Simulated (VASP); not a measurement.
# Si8NO14 (a cell with a defect) in VASP: a series of runs

Si8NO14 (a cell with a defect) is run at these levels: PBE; tasks: single point.

All numbers are computed with VASP 6.6.1; they aren't measurements. Logs are shortened: lines on timing, memory, paths and dates and some standing lists are left out, and cuts for length are marked.

## 1. The cell of the first run

The cell holds a defect, 23 atoms: a = 5.908 Å, b = 5.908 Å, c = 5.331 Å, α = 90.00°, β = 90.00°, γ = 90.00°.

## 2. Single point, PBE, collinear spin, ferromagnetic start

Input file INCAR:

```
SYSTEM = Si8NO14
  ALGO = Normal
  EDIFF = 1E-7
  ENCUT = 520
  GGA = PE
  ISIF = 2
  ISMEAR = -1
  ISPIN = 2
  LASPH = .TRUE.
  LCHARG = .FALSE.
  LORBIT = 11
  LREAL = Auto
  LWAVE = .FALSE.
  MAGMOM = 0 0 0 0 0 0 0 0 0 0 0 0 0 0 0 0 0 0 0 0 0 0 0.37
  NBANDS = 82
  NELECT = 119.0
  NELM = 150
  PREC = Accurate
  SIGMA = 0.05
```

Input file KPOINTS:

```
k-points
0
G
  2 2 2
  0 0 0
```

Input file POSCAR:

```
Si8NO14
1.0
   -4.1773000000     -4.1773000000      0.0000000000
    4.1773000000     -4.1773000000      0.0000000000
    0.0000000000      0.0000000000      5.3310000000
Si O N
8 14 1
Direct
    0.5000000000      0.4815332871      0.0234057400
    0.0000000000      0.5057379168      0.2500000000
    0.5000000000      0.4815332871      0.4765942600
    0.0000000000      0.5040016278      0.7500000000
    0.0000000000      0.0009903526     -0.0019990621
    0.5000000000     -0.0173059153      0.2500000000
    0.0000000000      0.0009903526      0.5019990621
    0.5000000000      0.0411512221      0.7500000000
    0.2008498312      0.5081476073     -0.0024053648
    0.0000000000      0.1987266895      0.2500000000
    0.7991501688      0.5081476073     -0.0024053648
    0.0000000000      0.8080382065      0.2500000000
    0.2008498312      0.5081476073      0.5024053648
    0.0000000000      0.1987551768      0.7500000000
    0.7991501688      0.5081476073      0.5024053648
    0.0000000000      0.8055981136      0.7500000000
    0.6902438178     -0.0114120365     -0.0078739449
    0.5000000000      0.6857000934      0.2500000000
    0.3097561822     -0.0114120365     -0.0078739449
    0.5000000000      0.2865279008      0.2500000000
    0.6902438178     -0.0114120365      0.5078739449
    0.3097561822     -0.0114120365      0.5078739449
    0.5000000000      0.3372295502      0.7500000000
```

Potentials or basis: VASP PAW PBE potentials, release 64 (Si, O, N).

Command:

```
$ cat potpaw_PBE.64/Si/POTCAR potpaw_PBE.64/O/POTCAR potpaw_PBE.64/N/POTCAR > POTCAR
$ mpirun -np 1 vasp_std > vasp.out
```

OUTCAR:

```text
SYSTEM = Si8NO14
   EDIFF = 1E-7
   ENCUT = 520
   GGA = PE
   ISIF = 2
   ISMEAR = -1
   ISPIN = 2
   LASPH = .TRUE.
   LORBIT = 11
   LREAL = Auto
   NELECT = 119.0
   NELM = 150
   PREC = Accurate

 ion  position               nearest neighbor table
   1  0.500  0.482  0.023-  20 1.67  23 1.69  18 1.71  11 1.78   9 1.78   3 2.42   3 2.92   8 2.98

   2  0.000  0.506  0.250-  12 1.79  11 1.79   9 1.79  13 1.79  15 1.79  10 1.81   4 2.67   4 2.67

   3  0.500  0.482  0.477-  20 1.67  23 1.69  18 1.71  15 1.78  13 1.78   1 2.42   1 2.92   8 2.98
[... 12 lines left out ...]
  10  0.000  0.199  0.250-   5 1.78   7 1.78   2 1.81
  11  0.799  0.508  0.998-   4 1.78   1 1.78   2 1.79
  12  0.000  0.808  0.250-   5 1.76   7 1.76   2 1.79
  13  0.201  0.508  0.502-   4 1.78   3 1.78   2 1.79
  14  0.000  0.199  0.750-   5 1.76   7 1.76   4 1.80
  15  0.799  0.508  0.502-   4 1.78   3 1.78   2 1.79
  16  0.000  0.806  0.750-   5 1.76   7 1.76   4 1.78
  17  0.690  0.989  0.992-   8 1.74   6 1.78   5 1.83
  18  0.500  0.686  0.250-   1 1.71   3 1.71   6 1.75
  19  0.310  0.989  0.992-   8 1.74   6 1.78   5 1.83
  20  0.500  0.287  0.250-   1 1.67   3 1.67   6 1.79
  21  0.690  0.989  0.508-   8 1.74   6 1.78   7 1.83
  22  0.310  0.989  0.508-   8 1.74   6 1.78   7 1.83
  23  0.500  0.337  0.750-   1 1.69   3 1.69   8 1.75

  LATTYP: Found a simple tetragonal cell.
 ALAT       =     5.9075943141
 C/A-ratio  =     0.9023977810

  Lattice vectors:

 A1 = (  -4.1773000000,  -4.1773000000,   0.0000000000)
 A2 = (   4.1773000000,  -4.1773000000,   0.0000000000)
 A3 = (   0.0000000000,   0.0000000000,   5.3310000000)

Analysis of symmetry for initial positions (statically):
=====================================================================
 Subroutine PRICEL returns:
 Original cell was already a primitive cell.

 Routine SETGRP: Setting up the symmetry group for a
 simple tetragonal supercell.

 Subroutine GETGRP returns: Found  4 space group operations
 (whereof  2 operations were pure point group operations)
 out of a pool of 16 trial point group operations.

The static configuration has the point symmetry C_1h.
 The point group associated with its full space group is C_2v.

Analysis of symmetry for dynamics (positions and initial velocities):
=====================================================================
 Subroutine PRICEL returns:
 Original cell was already a primitive cell.

 Routine SETGRP: Setting up the symmetry group for a
 simple tetragonal supercell.

 Subroutine GETGRP returns: Found  4 space group operations
 (whereof  2 operations were pure point group operations)
 out of a pool of 16 trial point group operations.

The dynamic configuration has the point symmetry C_1h.
 The point group associated with its full space group is C_2v.

Analysis of structural, dynamic, and magnetic symmetry:
=====================================================================
 Subroutine PRICEL returns:
 Original cell was already a primitive cell.

 Routine SETGRP: Setting up the symmetry group for a
 simple tetragonal supercell.

 Subroutine GETGRP returns: Found  4 space group operations
 (whereof  2 operations were pure point group operations)
 out of a pool of 16 trial point group operations.

The overall configuration has the point symmetry C_1h.
 The point group associated with its full space group is C_2v.

 Subroutine INISYM returns: Found  4 space group operations
 (whereof  2 operations are pure point group operations),
 and found     1 'primitive' translations

----------------------------------------------------------------------------------------

                                     Primitive cell

  volume of cell :     186.0501

  direct lattice vectors                    reciprocal lattice vectors
    -4.177300000 -4.177300000  0.000000000    -0.119694540 -0.119694540  0.000000000
     4.177300000 -4.177300000  0.000000000     0.119694540 -0.119694540  0.000000000
     0.000000000  0.000000000  5.331000000     0.000000000  0.000000000  0.187582067

  length of vectors
     5.907594314  5.907594314  5.331000000     0.169273641  0.169273641  0.187582067

  position of ions in fractional coordinates (direct lattice)
[... 88 lines left out ...]
   total plane-waves  NPLWV =  92160
   dimension x,y,z NGX =    48 NGY =   48 NGZ =   40
   dimension x,y,z NGXF=    96 NGYF=   96 NGZF=   80
   ions per type =               8  14   1
   NGX,Y,Z   is equivalent  to a cutoff of  13.51, 13.51, 12.47 a.u.
   NGXF,Y,Z  is equivalent  to a cutoff of  27.02, 27.02, 24.95 a.u.
 SYSTEM =  Si8NO14
   PREC   = accura    normal or accurate (medium, high low for compatibility)
   ISTART =      0    job   : 0-new  1-cont  2-samecut
   ICHARG =      2    charge: 1-file 2-atom 10-const
   ISPIN  =      2    spin polarized calculation?
   LNONCOLLINEAR =      F non collinear calculations
   LSORBIT =      F    spin-orbit coupling
   LASPH  =      T    aspherical Exc in radial PAW
   ENCUT  =  520.0 eV  38.22 Ry    6.18 a.u.  10.98 10.98  9.91*2*pi/ulx,y,z
   NELM   =    150;   NELMIN=  2; NELMDL= -5     # of ELM steps
   EDIFF  = 0.1E-06   stopping-criterion for ELM
   LREAL  =      T    real-space projection
   EDIFFG = 0.1E-05   stopping-criterion for IOM
   NSW    =      0    number of steps for IOM
   IBRION =     -1    ionic relax: 0-MD 1-quasi-New 2-CG
   NFREE  =      0    steps in history (QN), initial steepest desc. (CG)
   ISIF   =      2    stress and relaxation
   ISYM   =      2    0-nonsym 1-usesym 2-fastsym
   POTIM  = 0.5000    time-step for ionic-motion
   TEBEG  =    0.0;   TEEND  =   0.0 temperature during run
   PSTRESS=    0.0 pullay stress
   NELECT =     119.0000    total number of electrons
   NUPDOWN=      -1.0000    fix difference up-down
   EMIN   =  10.00;   EMAX   =-10.00  energy-range for DOS
   EFERMI =   0.00;   METHOD = LEGACY
   ISMEAR =    -1;   SIGMA  =   0.05  broadening in eV -4-tet -1-fermi 0-gaus
   EFERMI_NEDOS =   21; number of points for ismear=-14 and -15
   IALGO  =     38    algorithm
   IMIX   =      4    mixing-type and parameters
     AMIX     =   0.40;   BMIX     =  1.00
     AMIX_MAG =   1.60;   BMIX_MAG =  1.00
  volume/ion in A,a.u.               =       8.09        54.59
  Fermi-wavevector in a.u.,A,eV,Ry     =   1.410524  2.665504 27.069852  1.989578
  Thomas-Fermi vector in A             =   2.532469
   LORBIT       =     11    0 simple, 1 ext, 2 COOP (PROOUT), +10 PAW based schemes
   GGA     = PE    functional components
   LHFCALC =     F    Hartree Fock is set to
   AEXX    =    0.0000 exact exchange contribution
   IVDW    =     0    specifies the selected vdW correction
   LEPSILON=     F    determine dielectric tensor
   LRPA    =     F    only Hartree local field effects (RPA)
 spin polarized calculation
  energy-cutoff  :      520.00
  volume of cell :      186.05
 maximum number of plane-waves:      5032
 NGX is ok and might be reduce to    48
   NGX = 21   NGY = 21   NGZ = 19

 number of electron     118.9999958 magnetization       0.7616563

 Free energy of the ion-electron system (eV)
  ---------------------------------------------------
  ext. energy  EPLUGINS =         0.00000000
  ---------------------------------------------------
  free energy    TOTEN  =      -192.37835086 eV

  energy without entropy =     -192.36982234  energy(sigma->0) =     -192.37408660

 E-fermi :   7.6604     XC(G=0): -11.9155

 val. band max:        7.5949571227   @ k =   0.5000   0.0000   0.0000
 cond. band min:       7.7752590647   @ k =   0.5000   0.5000   0.5000
 fundamental gap:      0.1803019420
 Fermi energy:         7.6603573317

 spin component 1

 k-point     1 :       0.0000    0.0000    0.0000
  band No.  band energies     occupation
      1     -14.5015      1.00000
      2     -13.0038      1.00000
      3     -12.7480      1.00000
      4     -11.8680      1.00000
      5     -11.8426      1.00000
      6     -11.4993      1.00000
[... 581 lines left out ...]
     70      17.7449      0.00000
     71      17.8138      0.00000
 Fermi energy:         7.6603573317

 spin component 2

 k-point     1 :       0.0000    0.0000    0.0000
  band No.  band energies     occupation
      1     -14.4786      1.00000
      2     -13.0024      1.00000
      3     -12.7135      1.00000
      4     -11.8673      1.00000
      5     -11.8079      1.00000
      6     -11.4549      1.00000
[... 581 lines left out ...]
     70      17.7822      0.00000
     71      17.8271      0.00000
 [bands above 71 left out]

------------------------ aborting loop because EDIFF is reached ----------------------------------------

  FORCE on cell =-STRESS in cart. coord.  units (eV):
  Direction    XX          YY          ZZ          XY          YZ          ZX
  --------------------------------------------------------------------------------------
  -------------------------------------------------------------------------------------
  Total      -16.5175948    -16.5175948     -0.2656045     -6.0216916      0.0000000      0.0000000
  in kB     -142.2418460   -142.2418460     -2.2872625    -51.8560085      0.0000000      0.0000000
  external PRESSURE =     -95.5903182 kB  Pullay stress =       0.0000000 kB

 VOLUME and BASIS-vectors are now :
 -----------------------------------------------------------------------------
  energy-cutoff  :      520.00
  volume of cell :      186.05
      direct lattice vectors                 reciprocal lattice vectors
    -4.177300000 -4.177300000  0.000000000    -0.119694540 -0.119694540  0.000000000
     4.177300000 -4.177300000  0.000000000     0.119694540 -0.119694540  0.000000000
     0.000000000  0.000000000  5.331000000     0.000000000  0.000000000  0.187582067

 POSITION                                       TOTAL-FORCE (eV/Angst)
 -----------------------------------------------------------------------------------
     -0.07714     -4.10016      0.12478        -0.001014      0.001014     -0.080526
      2.11262     -2.11262      1.33275         0.013922     -0.013922      0.000000
     -0.07714     -4.10016      2.54072        -0.001014      0.001014      0.080526
      2.10537     -2.10537      3.99825         0.001868     -0.001868      0.000000
      0.00414     -0.00414      5.32034        -0.007722      0.007722     -0.002660
      2.01636     -6.19366      1.33275        -0.001273      0.001273      0.000000
[... 15 lines left out ...]
      2.83568     -5.42357      2.70748         0.015465      0.004288     -0.001102
     -0.67994     -3.49736      3.99825        -0.020429      0.020429      0.000000
 -----------------------------------------------------------------------------------
    total drift:                               -0.003655      0.003655     -0.000002

  FREE ENERGIE OF THE ION-ELECTRON SYSTEM (eV)
  ---------------------------------------------------
  free  energy   TOTEN  =      -192.3783508596 eV

  energy  without entropy=     -192.3698223395  energy(sigma->0) =     -192.37408660

 total charge

# of ion       s       p       d       tot
------------------------------------------
    1        0.625   0.928   0.000   1.553
    2        0.574   0.825   0.000   1.399
    3        0.625   0.928   0.000   1.553
    4        0.572   0.843   0.000   1.415
    5        0.575   0.841   0.000   1.416
    6        0.576   0.852   0.000   1.428
[... 15 lines left out ...]
   22        1.552   3.637   0.000   5.189
   23        1.261   2.665   0.000   3.926
--------------------------------------------------
tot         27.698  60.814   0.000  88.512

 magnetization (x)

# of ion       s       p       d       tot
------------------------------------------
    1       -0.003  -0.005   0.000  -0.008
    2       -0.000   0.004   0.000   0.004
    3       -0.003  -0.005   0.000  -0.008
    4        0.000  -0.000   0.000   0.000
    5        0.000   0.000   0.000   0.000
    6       -0.000  -0.000   0.000  -0.001
[... 15 lines left out ...]
   22        0.000   0.014   0.000   0.014
   23        0.013   0.388   0.000   0.401
--------------------------------------------------
tot          0.012   0.563   0.000   0.575
```

Run time: 5.3 min. Hardware: 1 thread of AMD EPYC 7R13 (Zen 3), shared host; peak memory 0.41 GiB.

What came out:

```yaml
Free_energy: -192.3784 eV
Largest_force: 0.081 eV/Å
Net_moment: 0.76 μB per cell
Site_moments: Si -0.01, +0.00, -0.00 (each value once); O +0.04, -0.00, +0.01, -0.01 (each value once); N +0.40 μB
Valence_electrons_inside_the_program's_atomic_spheres: Si 1.55, 1.40, 1.42, 1.43, 1.51 (each value once); O 5.19, 5.18, 5.21, 5.23, 5.26, 5.29 (each value once); N 3.93
```

Forces on the atoms (eV/Å):
```
Si  -0.001  0.001 -0.081
Si   0.014 -0.014  0.000
Si  -0.001  0.001  0.081
Si   0.002 -0.002  0.000
Si  -0.008  0.008 -0.003
Si  -0.001  0.001  0.000
Si  -0.008  0.008  0.003
Si   0.037 -0.037  0.000
O   -0.011 -0.007 -0.001
O    0.013 -0.013  0.000
O    0.007  0.011 -0.001
O   -0.011  0.011  0.000
O   -0.011 -0.007  0.001
O    0.014 -0.014  0.000
O    0.007  0.011  0.001
O   -0.016  0.016  0.000
O   -0.004 -0.015  0.001
O    0.022 -0.022  0.000
O    0.015  0.004  0.001
O   -0.050  0.050  0.000
O   -0.004 -0.015 -0.001
O    0.015  0.004 -0.001
N   -0.020  0.020  0.000
```

Levels at points of the mesh, in eV from the Fermi level:
Spin up:
```
           k point  band 57  band 58  band 59  band 60  band 61  band 62  band 63  band 64
(0.00, 0.00, 0.00)    -1.11    -1.10    -0.63     0.15     2.80     6.28     6.37     6.79
(0.50, 0.00, 0.00)    -1.43    -1.32    -0.81    -0.58     3.43     6.62     6.98     7.23
(0.00, 0.50, 0.00)    -1.20    -1.00    -0.58    -0.34     3.11     5.99     6.40     7.52
(0.50, 0.50, 0.00)    -1.11    -0.92    -0.81    -0.71     3.36     6.44     7.20     7.87
(0.00, 0.00, 0.50)    -1.09    -0.98    -0.59    -0.41     3.86     5.06     7.20     7.93
(0.50, 0.00, 0.50)    -0.89    -0.89    -0.78    -0.55     3.98     5.88     7.65     7.89
(0.00, 0.50, 0.50)    -0.74    -0.59    -0.52    -0.45     3.77     5.02     6.97     8.40
(0.50, 0.50, 0.50)    -1.04    -1.00    -1.00    -0.94     4.07     5.74     7.10     9.01
```
Spin down:
```
           k point  band 55  band 56  band 57  band 58  band 59  band 60  band 61  band 62  band 63  band 64
(0.00, 0.00, 0.00)    -1.52    -1.21    -1.05    -0.88    -0.35     0.64     2.84     6.30     6.38     6.82
(0.50, 0.00, 0.00)    -1.61    -1.51    -1.39    -1.08    -0.55    -0.07     3.46     6.64     7.02     7.23
(0.00, 0.50, 0.00)    -1.84    -1.62    -1.20    -0.68    -0.43     0.34     3.15     6.00     6.41     7.53
(0.50, 0.50, 0.00)    -1.34    -1.26    -1.10    -0.90    -0.80     0.19     3.39     6.45     7.20     7.91
(0.00, 0.00, 0.50)    -1.23    -1.08    -0.99    -0.69    -0.56     0.42     3.89     5.07     7.23     7.95
(0.50, 0.00, 0.50)    -1.27    -1.27    -0.86    -0.73    -0.54     0.15     4.00     5.88     7.68     7.91
(0.00, 0.50, 0.50)    -1.47    -0.80    -0.70    -0.57    -0.51     0.50     3.81     5.02     7.00     8.41
(0.50, 0.50, 0.50)    -1.27    -1.12    -1.01    -1.01    -0.98     0.11     4.10     5.74     7.13     9.04
```

Caveat: the k points lie up to 0.59 Å⁻¹ apart; the cell carries a net charge on a neutralising background, which shifts energy and pressure; the cell is charged against a uniform background, so pressure and absolute levels hang on convention.

[end of part 1 of 2]
